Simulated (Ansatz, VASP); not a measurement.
One calculation of MoN2, two programs

Contents of INCAR:

```
SYSTEM = MoN2
PREC = Accurate ; ENCUT = 520
EDIFF = 1E-6 ; ISMEAR = 0
SIGMA = 0.15 ; LREAL = .False.
LASPH = .True. ; NELM = 100
ALGO = Fast ; ISIF = 2
LWAVE = .False. ; LCHARG = .False.
GGA = PE ; NBANDS = 33
```

The input KPOINTS:

```
regular mesh
0
Gamma
  12 12 20
  0 0 0
```

POSCAR

```
MoN2
1.0
    4.4551837637      0.0000000000      0.0000000000
    0.0000000000      4.4551837637      0.0000000000
    0.0000000000      0.0000000000      2.6030942468
Mo N
2 4
Direct
    0.5000000000      0.5000000000      0.0000000000
    0.0000000000      0.0000000000      0.0000000000
    0.8879039728      0.3879039728      0.5000000000
    0.1120960272      0.6120960272      0.5000000000
    0.3879039728      0.1120960272      0.5000000000
    0.6120960272      0.8879039728      0.5000000000
```

Input for Ansatz:

```yaml
crystal:
  lattice:
    - [4.4551837637, 0.0, 0.0]
    - [0.0, 4.4551837637, 0.0]
    - [0.0, 0.0, 2.6030942468]
  atoms:
    - { symbol: Mo, position: [0.5, 0.5, 0.0] }
    - { symbol: Mo, position: [0.0, 0.0, 0.0] }
    - { symbol: "N", position: [0.8879039728, 0.3879039728, 0.5] }
    - { symbol: "N", position: [0.1120960272, 0.6120960272, 0.5] }
    - { symbol: "N", position: [0.3879039728, 0.1120960272, 0.5] }
    - { symbol: "N", position: [0.6120960272, 0.8879039728, 0.5] }
basis:
  ecutwfc: 420
kpoints:
  mp_grid: { grid: [12, 12, 20] }
hamiltonian:
  xc: pbe
scf:
  occupations: { method: gaussian, width: 0.15 }
output:
  forces: true
  stress: true
  eigenvalues: true
```

Alike in both runs: task single point; functional PBE; k mesh 12 × 12 × 20; occupations gaussian, width 0.15 eV; no spin polarisation.

|  | VASP | Ansatz |
| --- | --- | --- |
| version | VASP 6.6.1 | Ansatz 0.2.0 |
| potentials or method | VASP PAW PBE potentials, release 64 (Mo_sv, N), cutoff 520 eV | scalar-relativistic, plane waves, PAW |
| valence electrons in the cell | 48 | 48 |

```tsv
	VASP	Ansatz	Ansatz less VASP
gap on the k mesh at the Fermi level (eV)	none	none	-
pressure (GPa)	1.9	1.4	-0.54
traceless stress, the component that is largest in VASP (GPa)	33.80	33.88	+0.089
rms of the force components (eV/Å)	0.306	0.337	+0.0316
```

Atom by atom the forces differ by 0.032 eV/Å (rms over components). A gap of «none» marks a metal or a gap that the smearing closes.
